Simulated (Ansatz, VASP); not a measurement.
## One calculation of Ti3H, two programs

The input INCAR:

```
PREC = Accurate
ENCUT = 520
EDIFF = 1E-7
ISMEAR = 0
SIGMA = 0.1
LREAL = F
LASPH = T
NELM = 80
ALGO = Normal
ISIF = 2
LWAVE = F
LCHARG = F
LDIPOL = T
IDIPOL = 3
DIPOL = 0.5 0.5 0.318
GGA = PE
NBANDS = 47
```

KPOINTS

```
regular mesh
0
Gamma
  6 6 1
```

File POSCAR:

```
Ti3H
1.0
    4.6039800811      0.0000000000      0.0000000000
   -2.3019900405      3.9871637087      0.0000000000
    0.0000000000      0.0000000000     22.4969948581
Ti H
6 2
Direct
    0.6666666667      0.3333333333      0.1778015253
    0.3333333333      0.6666666667      0.2195752601
    0.0000000000      0.0000000000      0.2613489950
    0.6666666667      0.3333333333      0.2980583739
    0.3333333333      0.6666666667      0.3304600279
    0.0000000000      0.0000000000      0.3776946615
    0.2173987909      0.7826012091      0.4403696992
    0.4492678757      0.5507321243      0.4403696992
```

Input for Ansatz:

```yaml
crystal:
  lattice:
    - [4.6039800811, 0.0, 0.0]
    - [-2.3019900405, 3.9871637087, 0.0]
    - [0.0, 0.0, 22.4969948581]
  atoms:
    - { symbol: Ti, position: [0.6666666667, 0.3333333333, 0.1778015253] }
    - { symbol: Ti, position: [0.3333333333, 0.6666666667, 0.2195752601] }
    - { symbol: Ti, position: [0.0, 0.0, 0.261348995] }
    - { symbol: Ti, position: [0.6666666667, 0.3333333333, 0.2980583739] }
    - { symbol: Ti, position: [0.3333333333, 0.6666666667, 0.3304600279] }
    - { symbol: Ti, position: [0.0, 0.0, 0.3776946615] }
    - { symbol: H, position: [0.2173987909, 0.7826012091, 0.4403696992] }
    - { symbol: H, position: [0.4492678757, 0.5507321243, 0.4403696992] }
basis:
  ecutwfc: 420
kpoints:
  mp_grid: { grid: [6, 6, 1] }
hamiltonian:
  xc: pbe
scf:
  occupations: { method: gaussian, width: 0.1 }
output:
  forces: true
  eigenvalues: true
efield:
  axis: 3
  dipole_correction: true
  ramp_width: 0.04
```

Alike in both runs: task single point; functional PBE; k mesh 6 × 6 × 1; occupations gaussian, width 0.1 eV; no spin polarisation.

|  | VASP | Ansatz |
| --- | --- | --- |
| version | VASP 6.6.1 | Ansatz 0.2.0 |
| potentials or method | VASP PAW PBE potentials, release 64 (Ti_sv, H), cutoff 520 eV | scalar-relativistic, plane waves, PAW |
| valence electrons in the cell | 74 | 74 |

Ansatz gave:

| Item | Value |
| --- | --- |
| gap on the k mesh at the Fermi level (eV) | none |
| rms of the force components (eV/Å) | 0.762 |

**Question.** Which values does VASP return?

**Answer.** gap on the k mesh at the Fermi level (eV): none; rms of the force components (eV/Å): 0.760.

Atom by atom the forces differ by 0.005 eV/Å (rms over components). A gap of «none» marks a metal or a gap that the smearing closes. The functional is the same, so the differences come from potentials, cutoffs and numerics.
